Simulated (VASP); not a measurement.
Write the native input for VASP 6.6.1 that does the following.

| Property | Result |
| --- | --- |
| Task | single point |
| Functional | PBE |
| Potentials or basis | VASP PAW PBE potentials, release 64 (C) |
| Cutoff | 520 eV |
| k mesh | 14 × 14 × 4 |
| Occupations | fermi-dirac, width 0.05 eV |
| Spin | no spin polarisation |
| Dipole correction | no |
| Further INCAR settings | ALGO = Normal; EDIFF = 1e-06; NBANDS = 16 |

The structure of C lies in POSCAR:

```
C
1.0
    2.4665664888      0.0000000000      0.0000000000
   -1.2332832444      2.1361092394      0.0000000000
    0.0000000000      0.0000000000      8.5267357088
C
4
Direct
    1.0000000000      1.0000000000      0.2500000000
    0.0000000000      0.0000000000      0.7500000000
    0.3333333333      0.6666666667      0.2500000000
    0.6666666667      0.3333333333      0.7500000000
```

One way to write it, as run:

INCAR

```
  ALGO = Normal
  EDIFF = 1E-6
  ENCUT = 520
  GGA = PE
  ISIF = 2
  ISMEAR = -1
  LASPH = True
  LCHARG = False
  LREAL = False
  LWAVE = False
  NBANDS = 16
  NELM = 60
  PREC = Accurate
  SIGMA = 0.05
```

KPOINTS

```
k-points
0
Gamma
  14 14 4
```

Potentials or basis: VASP PAW PBE potentials, release 64 (C).

Run with:

```bash
$ cat potpaw_PBE.64/C/POTCAR > POTCAR
$ mpirun -np 1 vasp_std > vasp.out
```

It gave:

- Pressure: 0.3 GPa
- Band gap on the k mesh: 1.13 eV, direct

Caveat: this functional lacks dispersion, which binds the layers, so the pressure and a relaxed spacing across them are unreliable.

It took 60 s on 1 thread of Intel(R) Xeon(R) Platinum 8259CL CPU @ 2.50GHz (Skylake/Cascade Lake) (shared host), peak memory 0.16 GiB.
